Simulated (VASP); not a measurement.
# CoO (Fm-3m) in VASP: notebook

CoO is run at these levels: revPBE, PBEsol+D4, LDA, PBE+D3(BJ); tasks: single point.

Program: VASP 6.6.1. These are calculated values, not measurements. Logs are shortened: lines on timing, memory, paths and dates and some standing lists are left out, and cuts for length are marked.

## 1. The cell of the first run

Symmetry: Fm-3m, No. 225, cubic system. Conventional cell: a = 4.291 Å, b = 4.291 Å, c = 4.291 Å, α = 90.00°, β = 90.00°, γ = 90.00°. Co (site symmetry m-3m) has 6 O at 2.15 Å within 2.8 Å. Within 2.8 Å of O (site symmetry m-3m) lie 6 Co at 2.15 Å.

## 2. Single point, revPBE, collinear spin, ferromagnetic start

INCAR

```
SYSTEM = CoO
  PREC = Accurate
  ENCUT = 600
  EDIFF = 1E-6
  ISMEAR = -1
  SIGMA = 0.05
  LREAL = .False.
  LASPH = .True.
  NELM = 200
  ALGO = Normal
  ISIF = 2
  LWAVE = .False.
  LCHARG = .False.
  ISPIN = 2
  MAGMOM = 2 0
  LORBIT = 11
  LMAXMIX = 4
  GGA = RE
  NBANDS = 22
  GGA_COMPAT = .False.
```

KPOINTS

```
regular mesh
0
Gamma
  11 11 11
  0 0 0
```

POSCAR

```
CoO
1.0
    0.0000000000      2.1456163054      2.1456163054
    2.1456163054      0.0000000000      2.1456163054
    2.1456163054      2.1456163054      0.0000000000
Co O
1 1
Direct
    0.0000000000      0.0000000000      0.0000000000
    0.5000000000      0.5000000000      0.5000000000
```

Potentials or basis: VASP PAW PBE potentials, release 64 (Co_sv, O).

The run is started by

```sh
$ cat potpaw_PBE.64/Co_sv/POTCAR potpaw_PBE.64/O/POTCAR > POTCAR
$ mpirun -np 1 vasp_std > vasp.out
```

OUTCAR:

```text
SYSTEM = CoO
   PREC = Accurate
   ENCUT = 600
   EDIFF = 1E-6
   ISMEAR = -1
   LREAL = .False.
   LASPH = .True.
   NELM = 200
   ISIF = 2
   ISPIN = 2
   LORBIT = 11
   GGA = RE

 ion  position               nearest neighbor table
   1  0.000  0.000  0.000-   2 2.15   2 2.15   2 2.15   2 2.15   2 2.15   2 2.15
   2  0.500  0.500  0.500-   1 2.15   1 2.15   1 2.15   1 2.15   1 2.15   1 2.15

  LATTYP: Found a face centered cubic cell.
 ALAT       =     4.2912326108

  Lattice vectors:

 A1 = (   0.0000000000,   2.1456163054,   2.1456163054)
 A2 = (   2.1456163054,   0.0000000000,   2.1456163054)
 A3 = (   2.1456163054,   2.1456163054,   0.0000000000)

Analysis of symmetry for initial positions (statically):
[... 25 lines left out ...]
The dynamic configuration has the point symmetry O_h .

Analysis of structural, dynamic, and magnetic symmetry:
=====================================================================
 Subroutine PRICEL returns:
[... 7 lines left out ...]
 out of a pool of 48 trial point group operations.

The overall configuration has the point symmetry O_h .

 Subroutine INISYM returns: Found 48 space group operations
[... 5 lines left out ...]
                                     Primitive cell

  volume of cell :      19.7554

  direct lattice vectors                    reciprocal lattice vectors
     0.000000000  2.145616305  2.145616305    -0.233033278  0.233033278  0.233033278
     2.145616305  0.000000000  2.145616305     0.233033278 -0.233033278  0.233033278
     2.145616305  2.145616305  0.000000000     0.233033278  0.233033278 -0.233033278

  length of vectors
     3.034359679  3.034359679  3.034359679     0.403625477  0.403625477  0.403625477

  position of ions in fractional coordinates (direct lattice)
     0.000000000  0.000000000  0.000000000
     0.500000000  0.500000000  0.500000000

  ion indices of the primitive-cell ions
   primitive index   ion index
                 1           1
                 2           2

----------------------------------------------------------------------------------------

 KPOINTS: regular mesh

Automatic generation of k-mesh.
 Grid dimensions read from file:
 generate k-points for:   11   11   11

 Generating k-lattice:

  Cartesian coordinates                     Fractional coordinates (reciprocal lattice)
    -0.021184843  0.021184843  0.021184843     0.090909091  0.000000000  0.000000000
     0.021184843 -0.021184843  0.021184843     0.000000000  0.090909091  0.000000000
     0.021184843  0.021184843 -0.021184843     0.000000000  0.000000000  0.090909091

  Length of vectors
     0.036693225  0.036693225  0.036693225

  Shift w.r.t. Gamma in fractional coordinates (k-lattice)
     0.000000000  0.000000000  0.000000000

 Subroutine IBZKPT returns following result:
 ===========================================

 Found     56 irreducible k-points:

 Following reciprocal coordinates:
            Coordinates               Weight
  0.000000  0.000000  0.000000      1.000000
  0.090909  0.000000  0.000000      8.000000
  0.181818  0.000000  0.000000      8.000000
  0.272727  0.000000  0.000000      8.000000
  0.363636  0.000000  0.000000      8.000000
  0.454545  0.000000  0.000000      8.000000
[... 16 lines left out ...]
 -0.272727  0.181818  0.000000     24.000000
 -0.181818  0.181818  0.000000     12.000000
 [... further k-points ...]
   k-points           NKPTS =     56   k-points in BZ     NKDIM =     56   number of bands    NBANDS=     22
   number of dos      NEDOS =    301   number of ions     NIONS =      2
   total plane-waves  NPLWV =  13824
   dimension x,y,z NGX =    24 NGY =   24 NGZ =   24
   dimension x,y,z NGXF=    48 NGYF=   48 NGZF=   48
   ions per type =               1   1
   NGX,Y,Z   is equivalent  to a cutoff of  13.15, 13.15, 13.15 a.u.
   NGXF,Y,Z  is equivalent  to a cutoff of  26.30, 26.30, 26.30 a.u.
 SYSTEM =  CoO
   PREC   = accura    normal or accurate (medium, high low for compatibility)
   ISTART =      0    job   : 0-new  1-cont  2-samecut
   ICHARG =      2    charge: 1-file 2-atom 10-const
   ISPIN  =      2    spin polarized calculation?
   LNONCOLLINEAR =      F non collinear calculations
   LSORBIT =      F    spin-orbit coupling
   LASPH  =      T    aspherical Exc in radial PAW
   ENCUT  =  600.0 eV  44.10 Ry    6.64 a.u.   6.06  6.06  6.06*2*pi/ulx,y,z
   NELM   =    200;   NELMIN=  2; NELMDL= -5     # of ELM steps
   EDIFF  = 0.1E-05   stopping-criterion for ELM
   LREAL  =      F    real-space projection
   EDIFFG = 0.1E-04   stopping-criterion for IOM
   NSW    =      0    number of steps for IOM
   IBRION =     -1    ionic relax: 0-MD 1-quasi-New 2-CG
   NFREE  =      0    steps in history (QN), initial steepest desc. (CG)
   ISIF   =      2    stress and relaxation
   ISYM   =      2    0-nonsym 1-usesym 2-fastsym
   POTIM  = 0.5000    time-step for ionic-motion
   TEBEG  =    0.0;   TEEND  =   0.0 temperature during run
   PSTRESS=    0.0 pullay stress
   NELECT =      23.0000    total number of electrons
   NUPDOWN=      -1.0000    fix difference up-down
   EMIN   =  10.00;   EMAX   =-10.00  energy-range for DOS
   EFERMI =   0.00;   METHOD = LEGACY
   ISMEAR =    -1;   SIGMA  =   0.05  broadening in eV -4-tet -1-fermi 0-gaus
   EFERMI_NEDOS =   21; number of points for ismear=-14 and -15
   IALGO  =     38    algorithm
   IMIX   =      4    mixing-type and parameters
     AMIX     =   0.40;   BMIX     =  1.00
     AMIX_MAG =   1.60;   BMIX_MAG =  1.00
  volume/ion in A,a.u.               =       9.88        66.66
  Fermi-wavevector in a.u.,A,eV,Ry     =   1.722220  3.254525 40.355464  2.966043
  Thomas-Fermi vector in A             =   2.798326
   LORBIT       =     11    0 simple, 1 ext, 2 COOP (PROOUT), +10 PAW based schemes
   GGA     = RE    functional components
   LHFCALC =     F    Hartree Fock is set to
   AEXX    =    0.0000 exact exchange contribution
   IVDW    =     0    specifies the selected vdW correction
   LEPSILON=     F    determine dielectric tensor
   LRPA    =     F    only Hartree local field effects (RPA)
 spin polarized calculation
  energy-cutoff  :      600.00
  volume of cell :       19.76
 maximum number of plane-waves:       673
   NGX = 13   NGY = 13   NGZ = 13

 number of electron      22.9999974 magnetization       2.9710009

 Free energy of the ion-electron system (eV)
  ---------------------------------------------------
  ext. energy  EPLUGINS =         0.00000000
  ---------------------------------------------------
  free energy    TOTEN  =       -12.41512427 eV

  energy without entropy =      -12.38120135  energy(sigma->0) =      -12.39816281

 E-fermi :   8.7145     XC(G=0): -12.4152

 val. band max:        8.7127865159   @ k =   0.3636   0.2727   0.0909
 cond. band min:       8.7292452261   @ k =  -0.1818   0.2727   0.0909
 fundamental gap:      0.0164587102
 Fermi energy:         8.7144593895

 spin component 1

 k-point     1 :       0.0000    0.0000    0.0000
  band No.  band energies     occupation
      1     -88.3393      1.00000
      2     -51.5341      1.00000
      3     -51.5341      1.00000
      4     -51.5341      1.00000
      5     -11.3830      1.00000
      6       5.3950      1.00000
[... 14 lines left out ...]
     21      29.7369      0.00000
     22      33.1918      0.00000

 k-point     2 :       0.0909    0.0000    0.0000
  band No.  band energies     occupation
      1     -88.3390      1.00000
      2     -51.5372      1.00000
      3     -51.5343      1.00000
      4     -51.5343      1.00000
      5     -11.3019      1.00000
      6       4.7215      1.00000
[... 14 lines left out ...]
     21      30.8939      0.00000
     22      34.4286      0.00000

 k-point     3 :       0.1818    0.0000    0.0000
  band No.  band energies     occupation
      1     -88.3384      1.00000
      2     -51.5448      1.00000
      3     -51.5355      1.00000
      4     -51.5355      1.00000
      5     -11.0763      1.00000
      6       3.5336      1.00000
[... 14 lines left out ...]
     21      33.4508      0.00000
     22      36.5556      0.00000

 k-point     4 :       0.2727    0.0000    0.0000
  band No.  band energies     occupation
      1     -88.3375      1.00000
      2     -51.5530      1.00000
      3     -51.5365      1.00000
      4     -51.5365      1.00000
      5     -10.7601      1.00000
      6       2.3171      1.00000
[... 14 lines left out ...]
     21      35.5388      0.00000
     22      37.9013      0.00000

 k-point     5 :       0.3636    0.0000    0.0000
  band No.  band energies     occupation
      1     -88.3368      1.00000
      2     -51.5628      1.00000
      3     -51.5383      1.00000
      4     -51.5383      1.00000
      5     -10.4443      1.00000
      6       1.3558      1.00000
[... 417 lines left out ...]
 k-point    22 :      -0.3636    0.1818    0.0000
  band No.  band energies     occupation
      1     -88.3360      1.00000
      2     -51.5641      1.00000
      3     -51.5464      1.00000
      4     -51.5400      1.00000
      5     -10.2264      1.00000
      6       1.3232      1.00000
[... 14 lines left out ...]
     21      36.4179      0.00000
     22      37.4734      0.00000

 k-point    23 :      -0.2727    0.1818    0.0000
  band No.  band energies     occupation
      1     -88.3365      1.00000
      2     -51.5586      1.00000
      3     -51.5454      1.00000
      4     -51.5379      1.00000
      5     -10.4190      1.00000
      6       1.6568      1.00000
[... 14 lines left out ...]
     21      36.1035      0.00000
     22      37.7921      0.00000

 k-point    24 :      -0.1818    0.1818    0.0000
  band No.  band energies     occupation
      1     -88.3373      1.00000
      2     -51.5520      1.00000
      3     -51.5430      1.00000
      4     -51.5362      1.00000
      5     -10.6800      1.00000
      6       2.2001      1.00000
[... 14 lines left out ...]
     21      36.0413      0.00000
     22      37.8332      0.00000

 [... further k-points ...]

 spin component 2

 k-point     1 :       0.0000    0.0000    0.0000
  band No.  band energies     occupation
      1     -85.2249      1.00000
      2     -48.4814      1.00000
      3     -48.4813      1.00000
      4     -48.4813      1.00000
      5     -10.8714      1.00000
      6       6.2215      1.00000
[... 14 lines left out ...]
     21      30.7644      0.00000
     22      34.0490      0.00000

 k-point     2 :       0.0909    0.0000    0.0000
  band No.  band energies     occupation
      1     -85.2246      1.00000
      2     -48.4848      1.00000
      3     -48.4817      1.00000
      4     -48.4816      1.00000
      5     -10.7877      1.00000
      6       5.5089      1.00000
[... 14 lines left out ...]
     21      31.7184      0.00000
     22      35.3435      0.00000

 k-point     3 :       0.1818    0.0000    0.0000
  band No.  band energies     occupation
      1     -85.2239      1.00000
      2     -48.4937      1.00000
      3     -48.4829      1.00000
      4     -48.4829      1.00000
      5     -10.5546      1.00000
      6       4.2105      1.00000
[... 14 lines left out ...]
     21      33.9682      0.00000
     22      37.5025      0.00000

 k-point     4 :       0.2727    0.0000    0.0000
  band No.  band energies     occupation
      1     -85.2229      1.00000
      2     -48.5037      1.00000
      3     -48.4842      1.00000
      4     -48.4842      1.00000
      5     -10.2271      1.00000
      6       2.9386      1.00000
[... 14 lines left out ...]
     21      35.8908      0.00000
     22      38.7002      0.00000

 k-point     5 :       0.3636    0.0000    0.0000
  band No.  band energies     occupation
      1     -85.2220      1.00000
      2     -48.5150      1.00000
      3     -48.4862      1.00000
      4     -48.4861      1.00000
      5      -9.8992      1.00000
      6       1.9373      1.00000
[... 417 lines left out ...]
 k-point    22 :      -0.3636    0.1818    0.0000
  band No.  band energies     occupation
      1     -85.2212      1.00000
      2     -48.5164      1.00000
      3     -48.4957      1.00000
      4     -48.4880      1.00000
      5      -9.6628      1.00000
      6       1.9284      1.00000
[... 14 lines left out ...]
     21      36.8178      0.00000
     22      37.9477      0.00000

 k-point    23 :      -0.2727    0.1818    0.0000
  band No.  band energies     occupation
      1     -85.2217      1.00000
      2     -48.5101      1.00000
      3     -48.4944      1.00000
      4     -48.4858      1.00000
      5      -9.8669      1.00000
      6       2.3457      1.00000
[... 14 lines left out ...]
     21      36.5248      0.00000
     22      38.3740      0.00000

 k-point    24 :      -0.1818    0.1818    0.0000
  band No.  band energies     occupation
      1     -85.2225      1.00000
      2     -48.5026      1.00000
      3     -48.4913      1.00000
      4     -48.4839      1.00000
      5     -10.1414      1.00000
      6       2.9541      1.00000
[... 14 lines left out ...]
     21      36.6446      0.00000
     22      38.3835      0.00000

 [... further k-points ...]
[... 5 lines left out ...]
  --------------------------------------------------------------------------------------
  -------------------------------------------------------------------------------------
  Total       -0.3951643     -0.3951643     -0.3951643      0.0000000      0.0000000     -0.0000000
  in kB      -32.0480834    -32.0480834    -32.0480834      0.0000000      0.0000000     -0.0000000
  external PRESSURE =     -32.0480834 kB  Pullay stress =       0.0000000 kB

 VOLUME and BASIS-vectors are now :
 -----------------------------------------------------------------------------
  energy-cutoff  :      600.00
  volume of cell :       19.76
      direct lattice vectors                 reciprocal lattice vectors
     0.000000000  2.145616305  2.145616305    -0.233033278  0.233033278  0.233033278
     2.145616305  0.000000000  2.145616305     0.233033278 -0.233033278  0.233033278
     2.145616305  2.145616305  0.000000000     0.233033278  0.233033278 -0.233033278

 POSITION                                       TOTAL-FORCE (eV/Angst)
 -----------------------------------------------------------------------------------
      0.00000      0.00000      0.00000         0.000000     -0.000000      0.000000
      2.14562      2.14562      2.14562         0.000000      0.000000     -0.000000
 -----------------------------------------------------------------------------------
    total drift:                                0.000000     -0.000000     -0.000000

  FREE ENERGIE OF THE ION-ELECTRON SYSTEM (eV)
  ---------------------------------------------------
  free  energy   TOTEN  =       -12.4151242738 eV

  energy  without entropy=      -12.3812013537  energy(sigma->0) =      -12.39816281

 total charge

# of ion       s       p       d       tot
------------------------------------------
    1        2.138   6.060   6.657  14.855
    2        1.555   3.427   0.000   4.983
--------------------------------------------------
tot          3.693   9.487   6.657  19.837

 magnetization (x)

# of ion       s       p       d       tot
------------------------------------------
    1        0.013   0.010   2.538   2.561
    2        0.028   0.277   0.000   0.304
--------------------------------------------------
tot          0.041   0.286   2.538   2.865
```

Run time: 40 s. Hardware: 1 thread of AMD EPYC 9R45 (Zen 5), shared host; peak memory 0.14 GiB.

What came out:

* Free energy: -12.4151 eV
* Pressure: -3.2 GPa
* Band gap on the k mesh: zero (filled and empty bands overlap)
* Net moment: 2.97 μB per cell
* Site moments: Co +2.56; O +0.30 μB
* Valence electrons inside the program's atomic spheres: Co 14.86; O 4.98

Levels at points of the mesh, in eV from the Fermi level:
Spin up:
| k point | band 10 | band 11 | band 12 | band 13 | band 14 | band 15 | band 16 | band 17 |
| --- | --- | --- | --- | --- | --- | --- | --- | --- |
| (0.00, 0.00, 0.00) | -3.09 | -3.07 | -3.07 | -3.07 | 0.85 | 16.75 | 17.88 | 17.88 |
Spin down:
| k point | band 6 | band 7 | band 8 | band 9 | band 10 | band 11 | band 12 | band 13 | band 14 | band 15 |
| --- | --- | --- | --- | --- | --- | --- | --- | --- | --- | --- |
| (0.00, 0.00, 0.00) | -2.49 | -2.49 | -2.49 | -1.05 | -1.05 | -1.05 | 0.19 | 0.19 | 1.38 | 16.57 |

Caveat: the PAW data sets were made with another functional, which shifts forces and pressure a little; a cell with one magnetic atom can't hold antiferromagnetic order, which such compounds often take; semilocal functionals often make such compounds metallic where correlation or magnetic order opens a gap, which also shifts bond lengths. With open d or f shells a metallic result of revPBE can be an artefact of self-interaction; +U or a hybrid may open a gap.

(Part 1 of 2 ends here.)
